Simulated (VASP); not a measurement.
# BN in VASP: notebook

BN is run at these levels: LDA; tasks: single point.

Program: VASP 6.6.1. These are calculated values, not measurements. Logs are shortened: lines on timing, memory, paths and dates and some standing lists are left out, and cuts for length are marked.

## (1) The cell of the first run

It takes space group R3m (No. 160, trigonal). Conventional cell: a = 2.531 Å, b = 2.531 Å, c = 6.387 Å, α = 90.00°, β = 90.00°, γ = 120.00°. Within 2.1 Å of B (site symmetry 3m) lie 4 N at 1.55 to 1.60 Å. Within 2.1 Å of N (site symmetry 3m) lie 4 B at 1.55 to 1.60 Å.

## (2) Single point, LDA (equal xy, yz and zx shear strains of +2 %)

File INCAR:

```
SYSTEM = BN
PREC = Accurate ; ENCUT = 520
EDIFF = 1E-6 ; ISMEAR = -1
SIGMA = 0.02 ; LREAL = .False.
LASPH = .True. ; NELM = 80
ALGO = Normal ; ISIF = 2
LWAVE = .False. ; LCHARG = .False.
NBANDS = 11
```

File KPOINTS:

```
regular mesh
0
Gamma
  11 11 11
  0 0 0
```

File POSCAR:

```
BN
1.0
    0.0361500000      1.8255750000      1.8255750000
    1.8255750000      0.0361500000      1.8255750000
    1.8255750000      1.8255750000      0.0361500000
B N
1 1
Direct
    0.0000000000      0.0000000000      0.0000000000
    0.7500000000      0.7500000000      0.7500000000
```

Potentials or basis: VASP PAW LDA potentials, release 64 (B, N).

Launch:

```console
> cat potpaw_LDA.64/B/POTCAR potpaw_LDA.64/N/POTCAR > POTCAR
> mpirun -np 1 vasp_std > vasp.out
```

OUTCAR:

```text
SYSTEM = BN
   PREC = Accurate
   ENCUT = 520
   EDIFF = 1E-6
   ISMEAR = -1
   LREAL = .False.
   LASPH = .True.
   NELM = 80
   ISIF = 2

 ion  position               nearest neighbor table
   1  0.000  0.000  0.000-   2 1.55   2 1.55   2 1.55   2 1.60
   2  0.750  0.750  0.750-   1 1.55   1 1.55   1 1.55   1 1.60

  LATTYP: Found a trigonal (rhomboedric) cell.
 ALAT       =     2.5820059999
 COS(alpha) =     0.5197000882

  Lattice vectors:

 A1 = (   0.0361500000,   1.8255750000,   1.8255750000)
 A2 = (   1.8255750000,   0.0361500000,   1.8255750000)
 A3 = (   1.8255750000,   1.8255750000,   0.0361500000)

Analysis of symmetry for initial positions (statically):
=====================================================================
 Subroutine PRICEL returns:
 Original cell was already a primitive cell.

 Routine SETGRP: Setting up the symmetry group for a
 trigonal (rhombohedral) supercell.

 Subroutine GETGRP returns: Found  6 space group operations
 (whereof  6 operations were pure point group operations)
 out of a pool of 12 trial point group operations.

The static configuration has the point symmetry C_3v.

Analysis of symmetry for dynamics (positions and initial velocities):
=====================================================================
 Subroutine PRICEL returns:
 Original cell was already a primitive cell.

 Routine SETGRP: Setting up the symmetry group for a
 trigonal (rhombohedral) supercell.

 Subroutine GETGRP returns: Found  6 space group operations
 (whereof  6 operations were pure point group operations)
 out of a pool of 12 trial point group operations.

The dynamic configuration has the point symmetry C_3v.

 Subroutine INISYM returns: Found  6 space group operations
 (whereof  6 operations are pure point group operations),
 and found     1 'primitive' translations

----------------------------------------------------------------------------------------

                                     Primitive cell

  volume of cell :      11.8069

  direct lattice vectors                    reciprocal lattice vectors
     0.036150000  1.825575000  1.825575000    -0.282158772  0.276679961  0.276679961
     1.825575000  0.036150000  1.825575000     0.276679961 -0.282158772  0.276679961
     1.825575000  1.825575000  0.036150000     0.276679961  0.276679961 -0.282158772

  length of vectors
     2.582006000  2.582006000  2.582006000     0.482407685  0.482407685  0.482407685

  position of ions in fractional coordinates (direct lattice)
     0.000000000  0.000000000  0.000000000
     0.750000000  0.750000000  0.750000000

  ion indices of the primitive-cell ions
   primitive index   ion index
                 1           1
                 2           2

----------------------------------------------------------------------------------------

 KPOINTS: regular mesh

Automatic generation of k-mesh.
 Grid dimensions read from file:
 generate k-points for:   11   11   11

 Generating k-lattice:

  Cartesian coordinates                     Fractional coordinates (reciprocal lattice)
    -0.025650797  0.025152724  0.025152724     0.090909091  0.000000000 -0.000000000
     0.025152724 -0.025650797  0.025152724     0.000000000  0.090909091 -0.000000000
     0.025152724  0.025152724 -0.025650797     0.000000000  0.000000000  0.090909091

  Length of vectors
     0.043855244  0.043855244  0.043855244

  Shift w.r.t. Gamma in fractional coordinates (k-lattice)
     0.000000000  0.000000000  0.000000000

 Subroutine IBZKPT returns following result:
 ===========================================

 Found    146 irreducible k-points:

 Following reciprocal coordinates:
            Coordinates               Weight
  0.000000  0.000000  0.000000      1.000000
  0.090909  0.000000  0.000000      6.000000
  0.181818 -0.000000 -0.000000      6.000000
  0.272727  0.000000  0.000000      6.000000
  0.363636  0.000000  0.000000      6.000000
  0.454545 -0.000000 -0.000000      6.000000
[... 16 lines left out ...]
 -0.272727  0.181818 -0.000000     12.000000
 -0.181818  0.181818  0.000000      6.000000
 [... further k-points ...]
   k-points           NKPTS =    146   k-points in BZ     NKDIM =    146   number of bands    NBANDS=     11
   number of dos      NEDOS =    301   number of ions     NIONS =      2
   total plane-waves  NPLWV =   8000
   dimension x,y,z NGX =    20 NGY =   20 NGZ =   20
   dimension x,y,z NGXF=    40 NGYF=   40 NGZF=   40
   ions per type =               1   1
   NGX,Y,Z   is equivalent  to a cutoff of  12.88, 12.88, 12.88 a.u.
   NGXF,Y,Z  is equivalent  to a cutoff of  25.75, 25.75, 25.75 a.u.
 SYSTEM =  BN
   PREC   = accura    normal or accurate (medium, high low for compatibility)
   ISTART =      0    job   : 0-new  1-cont  2-samecut
   ICHARG =      2    charge: 1-file 2-atom 10-const
   ISPIN  =      1    spin polarized calculation?
   LNONCOLLINEAR =      F non collinear calculations
   LSORBIT =      F    spin-orbit coupling
   LASPH  =      T    aspherical Exc in radial PAW
   ENCUT  =  520.0 eV  38.22 Ry    6.18 a.u.   4.80  4.80  4.80*2*pi/ulx,y,z
   NELM   =     80;   NELMIN=  2; NELMDL= -5     # of ELM steps
   EDIFF  = 0.1E-05   stopping-criterion for ELM
   LREAL  =      F    real-space projection
   EDIFFG = 0.1E-04   stopping-criterion for IOM
   NSW    =      0    number of steps for IOM
   IBRION =     -1    ionic relax: 0-MD 1-quasi-New 2-CG
   NFREE  =      0    steps in history (QN), initial steepest desc. (CG)
   ISIF   =      2    stress and relaxation
   ISYM   =      2    0-nonsym 1-usesym 2-fastsym
   POTIM  = 0.5000    time-step for ionic-motion
   TEBEG  =    0.0;   TEEND  =   0.0 temperature during run
   PSTRESS=    0.0 pullay stress
   NELECT =       8.0000    total number of electrons
   NUPDOWN=      -1.0000    fix difference up-down
   EMIN   =  10.00;   EMAX   =-10.00  energy-range for DOS
   EFERMI =   0.00;   METHOD = LEGACY
   ISMEAR =    -1;   SIGMA  =   0.02  broadening in eV -4-tet -1-fermi 0-gaus
   EFERMI_NEDOS =   21; number of points for ismear=-14 and -15
   IALGO  =     38    algorithm
   IMIX   =      4    mixing-type and parameters
     AMIX     =   0.40;   BMIX     =  1.00
     AMIX_MAG =   1.60;   BMIX_MAG =  1.00
  volume/ion in A,a.u.               =       5.90        39.84
  Fermi-wavevector in a.u.,A,eV,Ry     =   1.437892  2.717222 28.130509  2.067534
  Thomas-Fermi vector in A             =   2.556920
   LORBIT       =      0    0 simple, 1 ext, 2 COOP (PROOUT), +10 PAW based schemes
   GGA     = CA    functional components
   LHFCALC =     F    Hartree Fock is set to
   AEXX    =    0.0000 exact exchange contribution
   IVDW    =     0    specifies the selected vdW correction
   LEPSILON=     F    determine dielectric tensor
   LRPA    =     F    only Hartree local field effects (RPA)
 non-spin polarized calculation
  energy-cutoff  :      520.00
  volume of cell :       11.81
 maximum number of plane-waves:       331
   NGX =  9   NGY =  9   NGZ =  9

 number of electron       8.0000000 magnetization

 Free energy of the ion-electron system (eV)
  ---------------------------------------------------
  ext. energy  EPLUGINS =         0.00000000
  ---------------------------------------------------
  free energy    TOTEN  =       -19.38536926 eV

  energy without entropy =      -19.38536926  energy(sigma->0) =      -19.38536926

 E-fermi :   7.9238     XC(G=0): -13.1058

 val. band max:        7.4370923949   @ k =   0.0000   0.0000   0.0000
 cond. band min:      11.8190908907   @ k =   0.4545   0.4545  -0.0000
 fundamental gap:      4.3819984958
 Fermi energy:         7.9238126255

 k-point     1 :       0.0000    0.0000    0.0000
  band No.  band energies     occupation
      1     -12.6833      2.00000
      2       7.2967      2.00000
      3       7.4371      2.00000
      4       7.4371      2.00000
      5      15.3604      0.00000
      6      16.3489      0.00000
      7      16.3489      0.00000
      8      18.0438      0.00000
      9      31.8838      0.00000
     10      35.1713      0.00000
     11      35.1985      0.00000

 k-point     2 :       0.0909    0.0000    0.0000
  band No.  band energies     occupation
      1     -12.4784      2.00000
      2       6.3838      2.00000
      3       7.0988      2.00000
      4       7.2075      2.00000
      5      15.6445      0.00000
      6      16.5772      0.00000
      7      16.6795      0.00000
      8      18.7121      0.00000
      9      31.5148      0.00000
     10      32.4660      0.00000
     11      32.8029      0.00000

 k-point     3 :       0.1818   -0.0000   -0.0000
  band No.  band energies     occupation
      1     -11.8726      2.00000
      2       4.0427      2.00000
      3       6.5935      2.00000
      4       6.6697      2.00000
      5      16.2276      0.00000
      6      17.0628      0.00000
      7      17.3986      0.00000
      8      20.1033      0.00000
      9      30.5057      0.00000
     10      31.0827      0.00000
     11      31.3272      0.00000

 k-point     4 :       0.2727    0.0000    0.0000
  band No.  band energies     occupation
      1     -10.8989      2.00000
      2       1.3436      2.00000
      3       6.0541      2.00000
      4       6.0849      2.00000
      5      16.7150      0.00000
      6      17.5630      0.00000
      7      17.9835      0.00000
      8      21.3176      0.00000
      9      30.0664      0.00000
     10      30.7297      0.00000
     11      31.2914      0.00000

 k-point     5 :       0.3636    0.0000    0.0000
  band No.  band energies     occupation
      1      -9.6579      2.00000
      2      -1.1880      2.00000
      3       5.6281      2.00000
      4       5.6388      2.00000
      5      17.0152      0.00000
      6      17.8098      0.00000
      7      18.1906      0.00000
      8      22.0629      0.00000
      9      30.1168      0.00000
     10      31.6977      0.00000
     11      32.6008      0.00000
[... 211 lines left out ...]
 k-point    21 :      -0.4545    0.1818   -0.0000
  band No.  band energies     occupation
      1      -7.8256      2.00000
      2      -2.5508      2.00000
      3       3.1019      2.00000
      4       4.4041      2.00000
      5      15.9328      0.00000
      6      19.5433      0.00000
      7      20.1586      0.00000
      8      23.0004      0.00000
      9      27.6904      0.00000
     10      33.3277      0.00000
     11      33.8852      0.00000

 k-point    22 :      -0.3636    0.1818   -0.0000
  band No.  band energies     occupation
      1      -8.2583      2.00000
      2      -1.9386      2.00000
      3       2.8046      2.00000
      4       4.9190      2.00000
      5      16.5589      0.00000
      6      19.0505      0.00000
      7      19.8086      0.00000
      8      22.8489      0.00000
      9      28.3908      0.00000
     10      30.8514      0.00000
     11      34.0293      0.00000

 k-point    23 :      -0.2727    0.1818   -0.0000
  band No.  band energies     occupation
      1      -9.4321      2.00000
      2      -0.0724      2.00000
      3       2.9041      2.00000
      4       5.6129      2.00000
      5      17.2858      0.00000
      6      18.3948      0.00000
      7      19.2190      0.00000
      8      21.7772      0.00000
      9      28.7721      0.00000
     10      29.4239      0.00000
     11      34.1410      0.00000

 k-point    24 :      -0.1818    0.1818    0.0000
  band No.  band energies     occupation
      1     -10.5635      2.00000
      2       1.8814      2.00000
      3       3.6706      2.00000
      4       6.3088      2.00000
      5      17.2074      0.00000
      6      18.0931      0.00000
      7      18.3373      0.00000
      8      20.9865      0.00000
      9      28.1849      0.00000
     10      29.5058      0.00000
     11      34.2103      0.00000

 [... further k-points ...]
[... 5 lines left out ...]
  --------------------------------------------------------------------------------------
  -------------------------------------------------------------------------------------
  Total       -0.7024029     -0.7024029     -0.7024029     -0.6467137     -0.6467137     -0.6467137
  in kB      -95.3150357    -95.3150357    -95.3150357    -87.7580897    -87.7580897    -87.7580897
  external PRESSURE =     -95.3150357 kB  Pullay stress =       0.0000000 kB

 VOLUME and BASIS-vectors are now :
 -----------------------------------------------------------------------------
  energy-cutoff  :      520.00
  volume of cell :       11.81
      direct lattice vectors                 reciprocal lattice vectors
     0.036150000  1.825575000  1.825575000    -0.282158772  0.276679961  0.276679961
     1.825575000  0.036150000  1.825575000     0.276679961 -0.282158772  0.276679961
     1.825575000  1.825575000  0.036150000     0.276679961  0.276679961 -0.282158772

 POSITION                                       TOTAL-FORCE (eV/Angst)
 -----------------------------------------------------------------------------------
      0.00000      0.00000      0.00000        -0.005628     -0.005628     -0.005628
      2.76548      2.76548      2.76547         0.005628      0.005628      0.005628
 -----------------------------------------------------------------------------------
    total drift:                                0.000126      0.000126      0.000126

  FREE ENERGIE OF THE ION-ELECTRON SYSTEM (eV)
  ---------------------------------------------------
  free  energy   TOTEN  =       -19.3853692650 eV

  energy  without entropy=      -19.3853692650  energy(sigma->0) =      -19.38536926
```

It took 6.1 s on 1 thread of Intel Xeon 6975P-C (Granite Rapids), shared host; peak memory 0.12 GiB.

Results:

```
Free energy            : -19.3854 eV
Pressure               : -9.5 GPa
Largest force          : 0.010 eV/Å
Band gap on the k mesh : 4.38 eV, indirect (least direct gap 7.92 eV)
```

Forces on the atoms (eV/Å):
```
B   -0.006 -0.006 -0.006
N    0.006  0.006  0.006
```

Stress tensor (GPa, compression positive):
```
-9.53 -8.78 -8.78
-8.78 -9.53 -8.78
-8.78 -8.78 -9.53
```

Caveat: the cell differs from its parent crystal (equal xy, yz and zx shear strains of +2 %).

## (3) Single point, LDA (zz strain of -2 %)

File INCAR:

```
SYSTEM = BN
PREC = Accurate
ENCUT = 520
EDIFF = 1E-7
ISMEAR = -1
SIGMA = 0.02
LREAL = .False.
LASPH = .True.
NELM = 60
ALGO = Normal
ISIF = 2
LWAVE = .False.
LCHARG = .False.
NBANDS = 11
```

File KPOINTS:

```
Automatic mesh
0
Gamma
  11 11 11
  0 0 0
```

File POSCAR:

```
BN
1.0
    0.0000000000      1.8075000000      1.7713500000
    1.8075000000      0.0000000000      1.7713500000
    1.8075000000      1.8075000000      0.0000000000
B N
1 1
Direct
    0.0000000000      0.0000000000      0.0000000000
    0.7500000000      0.7500000000      0.7500000000
```

Potentials or basis: VASP PAW LDA potentials, release 64 (B, N).

Launch:

```console
> cat potpaw_LDA.64/B/POTCAR potpaw_LDA.64/N/POTCAR > POTCAR
> mpirun -np 1 vasp_std > vasp.out
```

Wall time 12 s (1 thread of Intel Xeon Platinum 8488C (Sapphire Rapids), shared host); peak memory 0.12 GiB.

The run converged. Its results:

| Property | Result |
| --- | --- |
| Free energy | -19.4075 eV |
| Pressure | -2.4 GPa |
| Band gap on the k mesh | 4.11 eV, indirect (least direct gap 8.56 eV) |

Stress tensor (GPa, compression positive):
```
-6.53  0.00  0.00
 0.00 -6.53  0.00
 0.00  0.00  5.77
```

Levels at points of the mesh, in eV from the valence-band top:
| k point | band 1 | band 2 | band 3 | band 4 | band 5 | band 6 | band 7 | band 8 |
| --- | --- | --- | --- | --- | --- | --- | --- | --- |
| (0.00, 0.00, 0.00) | -20.43 | -0.20 | -0.20 | 0.00 | 8.56 | 8.70 | 8.70 | 10.64 |

Caveat: the cell differs from its parent crystal (zz strain of -2 %). A k mesh can miss the band edges.
